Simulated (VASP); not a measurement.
# CoSi2 (Fm-3m) in VASP: a series of runs

CoSi2 is run at these levels: PBEsol; tasks: single point.

Everything below comes from runs of VASP 6.6.1. Logs are shortened: lines on timing, memory, paths and dates and some standing lists are left out, and cuts for length are marked.

## Step 1: The cell of the first run

Symmetry: Fm-3m, No. 225, cubic system. The conventional cell has a = 5.417 Å, b = 5.417 Å, c = 5.417 Å, α = 90.00°, β = 90.00°, γ = 90.00°. Within 3.1 Å of Co (site symmetry m-3m) lie 8 Si at 2.35 Å. Within 3.1 Å of Si (site symmetry -43m) lie 4 Co at 2.35 Å and 6 Si at 2.71 Å.

## Step 2: Single point, PBEsol (13.24 Å³/atom)

The input, INCAR:

```
SYSTEM = CoSi2
PREC     = Accurate       ! precision mode
ENCUT    = 520            ! plane-wave cutoff, eV
EDIFF    = 1E-6           ! SCF threshold, eV
ISMEAR   = 0              ! smearing method
SIGMA    = 0.1            ! smearing width, eV
LREAL    = .FALSE.        ! projectors in reciprocal space
LASPH    = .TRUE.         ! aspherical terms in the spheres
NELM     = 80             ! most SCF steps
ALGO     = Normal         ! electronic algorithm
ISIF     = 2              ! what is computed and relaxed
LWAVE    = .FALSE.        ! write WAVECAR
LCHARG   = .FALSE.        ! write CHGCAR
GGA      = PS             ! functional
NBANDS   = 16             ! bands
```

The input, KPOINTS:

```
regular mesh
0
G
  14 14 14
  0 0 0
```

The input, POSCAR:

```
CoSi2
1.0
    0.0000000000      2.7083347654      2.7083347654
    2.7083347654      0.0000000000      2.7083347654
    2.7083347654      2.7083347654      0.0000000000
Co Si
1 2
Direct
    0.0000000000      0.0000000000      0.0000000000
    0.2500000000      0.2500000000      0.2500000000
    0.7500000000      0.7500000000      0.7500000000
```

Potentials or basis: VASP PAW PBE potentials, release 64 (Co, Si).

Launch:

```
$ cat potpaw_PBE.64/Co/POTCAR potpaw_PBE.64/Si/POTCAR > POTCAR
$ mpirun -np 1 vasp_std > vasp.out
```

OUTCAR:

```text
SYSTEM = CoSi2
   PREC = Accurate
   ENCUT = 520
   EDIFF = 1E-6
   ISMEAR = 0
   LREAL = .FALSE.
   LASPH = .TRUE.
   NELM = 80
   ISIF = 2
   GGA = PS

 ion  position               nearest neighbor table
   1  0.000  0.000  0.000-   3 2.35   3 2.35   3 2.35   2 2.35   3 2.35   2 2.35   2 2.35   2 2.35

   2  0.250  0.250  0.250-   1 2.35   1 2.35   1 2.35   1 2.35   3 2.71   3 2.71   3 2.71   3 2.71
                             3 2.71   3 2.71
   3  0.750  0.750  0.750-   1 2.35   1 2.35   1 2.35   1 2.35   2 2.71   2 2.71   2 2.71   2 2.71
                             2 2.71   2 2.71

  LATTYP: Found a face centered cubic cell.
 ALAT       =     5.4166695308

  Lattice vectors:

 A1 = (   0.0000000000,   2.7083347654,   2.7083347654)
 A2 = (   2.7083347654,   0.0000000000,   2.7083347654)
 A3 = (   2.7083347654,   2.7083347654,   0.0000000000)

Analysis of symmetry for initial positions (statically):
=====================================================================
 Subroutine PRICEL returns:
 Original cell was already a primitive cell.

 Routine SETGRP: Setting up the symmetry group for a
 face centered cubic supercell.

 Subroutine GETGRP returns: Found 48 space group operations
 (whereof 48 operations were pure point group operations)
 out of a pool of 48 trial point group operations.

The static configuration has the point symmetry O_h .

Analysis of symmetry for dynamics (positions and initial velocities):
=====================================================================
 Subroutine PRICEL returns:
 Original cell was already a primitive cell.

 Routine SETGRP: Setting up the symmetry group for a
 face centered cubic supercell.

 Subroutine GETGRP returns: Found 48 space group operations
 (whereof 48 operations were pure point group operations)
 out of a pool of 48 trial point group operations.

The dynamic configuration has the point symmetry O_h .

 Subroutine INISYM returns: Found 48 space group operations
 (whereof 48 operations are pure point group operations),
 and found     1 'primitive' translations

----------------------------------------------------------------------------------------

                                     Primitive cell

  volume of cell :      39.7317

  direct lattice vectors                    reciprocal lattice vectors
     0.000000000  2.708334765  2.708334765    -0.184615287  0.184615287  0.184615287
     2.708334765  0.000000000  2.708334765     0.184615287 -0.184615287  0.184615287
     2.708334765  2.708334765  0.000000000     0.184615287  0.184615287 -0.184615287

  length of vectors
     3.830163757  3.830163757  3.830163757     0.319763057  0.319763057  0.319763057

  position of ions in fractional coordinates (direct lattice)
     0.000000000  0.000000000  0.000000000
     0.250000000  0.250000000  0.250000000
     0.750000000  0.750000000  0.750000000

  ion indices of the primitive-cell ions
   primitive index   ion index
                 1           1
                 2           2
                 3           3

----------------------------------------------------------------------------------------

 KPOINTS: regular mesh

Automatic generation of k-mesh.
 Grid dimensions read from file:
 generate k-points for:   14   14   14

 Generating k-lattice:

  Cartesian coordinates                     Fractional coordinates (reciprocal lattice)
    -0.013186806  0.013186806  0.013186806     0.071428571  0.000000000  0.000000000
     0.013186806 -0.013186806  0.013186806     0.000000000  0.071428571  0.000000000
     0.013186806  0.013186806 -0.013186806     0.000000000  0.000000000  0.071428571

  Length of vectors
     0.022840218  0.022840218  0.022840218

  Shift w.r.t. Gamma in fractional coordinates (k-lattice)
     0.000000000  0.000000000  0.000000000

 Subroutine IBZKPT returns following result:
 ===========================================

 Found    104 irreducible k-points:

 Following reciprocal coordinates:
            Coordinates               Weight
  0.000000  0.000000  0.000000      1.000000
  0.071429  0.000000  0.000000      8.000000
  0.142857  0.000000  0.000000      8.000000
  0.214286  0.000000  0.000000      8.000000
  0.285714  0.000000  0.000000      8.000000
  0.357143  0.000000  0.000000      8.000000
[... 16 lines left out ...]
  0.214286  0.142857  0.000000     24.000000
  0.285714  0.142857  0.000000     24.000000
 [... further k-points ...]
   k-points           NKPTS =    104   k-points in BZ     NKDIM =    104   number of bands    NBANDS=     16
   number of dos      NEDOS =    301   number of ions     NIONS =      3
   total plane-waves  NPLWV =  21952
   dimension x,y,z NGX =    28 NGY =   28 NGZ =   28
   dimension x,y,z NGXF=    56 NGYF=   56 NGZF=   56
   ions per type =               1   2
   NGX,Y,Z   is equivalent  to a cutoff of  12.15, 12.15, 12.15 a.u.
   NGXF,Y,Z  is equivalent  to a cutoff of  24.31, 24.31, 24.31 a.u.
 SYSTEM =  CoSi2
   PREC   = accura    normal or accurate (medium, high low for compatibility)
   ISTART =      0    job   : 0-new  1-cont  2-samecut
   ICHARG =      2    charge: 1-file 2-atom 10-const
   ISPIN  =      1    spin polarized calculation?
   LNONCOLLINEAR =      F non collinear calculations
   LSORBIT =      F    spin-orbit coupling
   LASPH  =      T    aspherical Exc in radial PAW
   ENCUT  =  520.0 eV  38.22 Ry    6.18 a.u.   7.12  7.12  7.12*2*pi/ulx,y,z
   NELM   =     80;   NELMIN=  2; NELMDL= -5     # of ELM steps
   EDIFF  = 0.1E-05   stopping-criterion for ELM
   LREAL  =      F    real-space projection
   EDIFFG = 0.1E-04   stopping-criterion for IOM
   NSW    =      0    number of steps for IOM
   IBRION =     -1    ionic relax: 0-MD 1-quasi-New 2-CG
   NFREE  =      0    steps in history (QN), initial steepest desc. (CG)
   ISIF   =      2    stress and relaxation
   ISYM   =      2    0-nonsym 1-usesym 2-fastsym
   POTIM  = 0.5000    time-step for ionic-motion
   TEBEG  =    0.0;   TEEND  =   0.0 temperature during run
   PSTRESS=    0.0 pullay stress
   NELECT =      17.0000    total number of electrons
   NUPDOWN=      -1.0000    fix difference up-down
   EMIN   =  10.00;   EMAX   =-10.00  energy-range for DOS
   EFERMI =   0.00;   METHOD = LEGACY
   ISMEAR =     0;   SIGMA  =   0.10  broadening in eV -4-tet -1-fermi 0-gaus
   EFERMI_NEDOS =   21; number of points for ismear=-14 and -15
   IALGO  =     38    algorithm
   IMIX   =      4    mixing-type and parameters
     AMIX     =   0.40;   BMIX     =  1.00
     AMIX_MAG =   1.60;   BMIX_MAG =  1.00
  volume/ion in A,a.u.               =      13.24        89.37
  Fermi-wavevector in a.u.,A,eV,Ry     =   1.233613  2.331190 20.705346  1.521800
  Thomas-Fermi vector in A             =   2.368336
   LORBIT       =      0    0 simple, 1 ext, 2 COOP (PROOUT), +10 PAW based schemes
   GGA     = PS    functional components
   LHFCALC =     F    Hartree Fock is set to
   AEXX    =    0.0000 exact exchange contribution
   IVDW    =     0    specifies the selected vdW correction
   LEPSILON=     F    determine dielectric tensor
   LRPA    =     F    only Hartree local field effects (RPA)
 non-spin polarized calculation
 Gauss-broadening in eV      SIGMA  =   0.10
  energy-cutoff  :      520.00
  volume of cell :       39.73
 maximum number of plane-waves:      1090
   NGX = 15   NGY = 15   NGZ = 15

 number of electron      16.9999992 magnetization

 Free energy of the ion-electron system (eV)
  ---------------------------------------------------
  ext. energy  EPLUGINS =         0.00000000
  ---------------------------------------------------
  free energy    TOTEN  =       -20.91218250 eV

  energy without entropy =      -20.90682676  energy(sigma->0) =      -20.90950463

 E-fermi :   9.5616     XC(G=0): -11.7019

 val. band max:        9.5594032247   @ k =   0.4286   0.2143   0.0714
 cond. band min:       9.5869222164   @ k =   0.3571   0.0714   0.0000
 fundamental gap:      0.0275189918
 Fermi energy:         9.5616208529

 k-point     1 :       0.0000    0.0000    0.0000
  band No.  band energies     occupation
      1      -3.3117      2.00000
      2       5.6162      2.00000
      3       5.6162      2.00000
      4       5.6162      2.00000
      5       7.7531      2.00000
      6       7.7531      2.00000
[... 8 lines left out ...]
     15      15.0649      0.00000
     16      15.0649      0.00000

 k-point     2 :       0.0714    0.0000    0.0000
  band No.  band energies     occupation
      1      -3.2361      2.00000
      2       5.4139      2.00000
      3       5.6431      2.00000
      4       5.6431      2.00000
      5       7.7301      2.00000
      6       7.7301      2.00000
[... 8 lines left out ...]
     15      14.8323      0.00000
     16      14.9205      0.00000

 k-point     3 :       0.1429    0.0000    0.0000
  band No.  band energies     occupation
      1      -3.0103      2.00000
      2       4.8705      2.00000
      3       5.7193      2.00000
      4       5.7193      2.00000
      5       7.6742      2.00000
      6       7.6742      2.00000
[... 8 lines left out ...]
     15      14.8302      0.00000
     16      15.3390      0.00000

 k-point     4 :       0.2143    0.0000    0.0000
  band No.  band energies     occupation
      1      -2.6374      2.00000
      2       4.0956      2.00000
      3       5.8297      2.00000
      4       5.8297      2.00000
      5       7.6216      2.00000
      6       7.6216      2.00000
[... 8 lines left out ...]
     15      15.6169      0.00000
     16      16.3472      0.00000
[... 324 lines left out ...]
 k-point    22 :       0.1429    0.1429    0.0000
  band No.  band energies     occupation
      1      -2.9099      2.00000
      2       4.9497      2.00000
      3       5.6337      2.00000
      4       5.6337      2.00000
      5       7.3637      2.00000
      6       7.8499      2.00000
[... 8 lines left out ...]
     15      15.9128      0.00000
     16      15.9128      0.00000

 k-point    23 :       0.2143    0.1429    0.0000
  band No.  band energies     occupation
      1      -2.6363      2.00000
      2       4.5087      2.00000
      3       5.6690      2.00000
      4       5.7080      2.00000
      5       7.1431      2.00000
      6       7.8845      2.00000
[... 8 lines left out ...]
     15      16.7540      0.00000
     16      16.8450      0.00000

 k-point    24 :       0.2857    0.1429    0.0000
  band No.  band energies     occupation
      1      -2.2184      2.00000
      2       3.8137      2.00000
      3       5.7446      2.00000
      4       5.8186      2.00000
      5       6.9405      2.00000
      6       7.9182      2.00000
[... 8 lines left out ...]
     15      17.7375      0.00000
     16      17.9416      0.00000

 [... further k-points ...]

------------------------ aborting loop because EDIFF is reached ----------------------------------------

  FORCE on cell =-STRESS in cart. coord.  units (eV):
  Direction    XX          YY          ZZ          XY          YZ          ZX
  --------------------------------------------------------------------------------------
  -------------------------------------------------------------------------------------
  Total       -2.4609826     -2.4609826     -2.4609826     -0.0000000     -0.0000000      0.0000000
  in kB      -99.2389352    -99.2389352    -99.2389352     -0.0000000     -0.0000000      0.0000000
  external PRESSURE =     -99.2389352 kB  Pullay stress =       0.0000000 kB

 VOLUME and BASIS-vectors are now :
 -----------------------------------------------------------------------------
  energy-cutoff  :      520.00
  volume of cell :       39.73
      direct lattice vectors                 reciprocal lattice vectors
     0.000000000  2.708334765  2.708334765    -0.184615287  0.184615287  0.184615287
     2.708334765  0.000000000  2.708334765     0.184615287 -0.184615287  0.184615287
     2.708334765  2.708334765  0.000000000     0.184615287  0.184615287 -0.184615287

 POSITION                                       TOTAL-FORCE (eV/Angst)
 -----------------------------------------------------------------------------------
      0.00000      0.00000      0.00000         0.000000     -0.000000     -0.000000
      1.35417      1.35417      1.35417         0.000000     -0.000000     -0.000000
      4.06250      4.06250      4.06250        -0.000000      0.000000      0.000000
 -----------------------------------------------------------------------------------
    total drift:                               -0.000000     -0.000000      0.000000

  FREE ENERGIE OF THE ION-ELECTRON SYSTEM (eV)
  ---------------------------------------------------
  free  energy   TOTEN  =       -20.9121824953 eV

  energy  without entropy=      -20.9068267628  energy(sigma->0) =      -20.90950463
```

Wall time 39 s (1 thread of AMD EPYC 9R14 (Zen 4), shared host); peak memory 0.17 GiB.

What came out:

```
Free energy            : -20.9122 eV
Pressure               : -9.9 GPa
Band gap on the k mesh : zero (an odd number of electrons rules out a gap without spin polarisation)
```

Caveat: the cell stands under tension; the PAW data sets were made with another functional, which shifts forces and pressure a little; the run has no spin polarisation, though such a crystal can be magnetic.

## Step 3: Single point, PBEsol (13.74 Å³/atom)

This run uses another cell than the first one, of 13.74 Å³/atom.

The input, INCAR:

```
PREC = Accurate
ENCUT = 520
EDIFF = 1E-7
ISMEAR = 0
SIGMA = 0.1
LREAL = False
LASPH = True
NELM = 100
ALGO = Normal
ISIF = 2
LWAVE = False
LCHARG = False
GGA = PS
NBANDS = 16
```

The input, KPOINTS:

```
Automatic mesh
0
Gamma
  14 14 14
```

The input, POSCAR:

```
CoSi2
1.0
    0.0000000000      2.7419821160      2.7419821160
    2.7419821160      0.0000000000      2.7419821160
    2.7419821160      2.7419821160      0.0000000000
Co Si
1 2
Direct
    0.0000000000      0.0000000000      0.0000000000
    0.2500000000      0.2500000000      0.2500000000
    0.7500000000      0.7500000000      0.7500000000
```

Potentials or basis: VASP PAW PBE potentials, release 64 (Co, Si).

Launch:

```
$ cat potpaw_PBE.64/Co/POTCAR potpaw_PBE.64/Si/POTCAR > POTCAR
$ mpirun -np 1 vasp_std > vasp.out
```

Wall time 60 s (1 thread of AMD EPYC 9R14 (Zen 4), shared host); peak memory 0.18 GiB.

It converged, with:

| Item | Value |
| --- | --- |
| Free energy | -20.7958 eV |
| Pressure | -14.9 GPa |
| Band gap on the k mesh | zero (an odd number of electrons rules out a gap without spin polarisation) |

Levels at points of the mesh, in eV from the Fermi level:
```csv
k point,band 7,band 8,band 9,band 10,band 11,band 12
"(0.00, 0.00, 0.00)",0.11,3.15,3.15,3.15,3.39,3.39
"(0.50, 0.00, 0.00)",-1.46,-0.43,-0.43,2.41,3.20,3.20
"(0.50, 0.50, 0.00)",-1.80,-1.74,-1.19,1.29,2.83,8.50
```

Caveat: the cell stands under tension; the PAW data sets were made with another functional, which shifts forces and pressure a little; the run has no spin polarisation, though such a crystal can be magnetic.
